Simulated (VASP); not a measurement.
# BAs: single point with PBEsol

The system is BAs.

```xyz
2
Lattice="0.0000 2.3885 2.3885 2.3885 0.0000 2.3885 2.3885 2.3885 0.0000" Properties=species:S:1:pos:R:3 pbc="T T T"
B     0.0000    0.0000    0.0000
As    3.5828    3.5828    3.5828
```

```yaml
Program: VASP 6.6.1
Task: single point
Functional: PBEsol
Potentials_or_basis: VASP PAW PBE potentials, release 64 (B, As)
Cutoff: 520 eV
k_mesh: 12 × 12 × 12
Occupations: gaussian, width 0.05 eV
Spin: no spin polarisation
Dipole_correction: no
Further_INCAR_settings: ALGO = Normal; EDIFF = 1e-06; NBANDS = 11
```

The pressure is 0.1 GPa. The band gap on the k mesh is 1.08 eV, indirect (least direct gap 3.24 eV).

Levels at points of the mesh, in eV from the valence-band top:
| k point | band 2 | band 3 | band 4 | band 5 | band 6 | band 7 |
| --- | --- | --- | --- | --- | --- | --- |
| (0.00, 0.00, 0.00) | 0.00 | 0.00 | 0.00 | 3.24 | 3.24 | 3.24 |
| (0.50, 0.00, 0.00) | -8.83 | -1.83 | -1.83 | 2.65 | 4.73 | 4.73 |
| (0.50, 0.50, 0.00) | -8.53 | -4.11 | -4.11 | 1.31 | 1.34 | 11.34 |

Run time: 12 s on 1 thread of Intel(R) Xeon(R) 6975P-C (Granite Rapids), on a shared host, peak memory 0.17 GiB.

Caveat: the PAW data sets were made with another functional, which shifts forces and pressure a little. As with any semilocal functional, this PBEsol gap is likely too small.
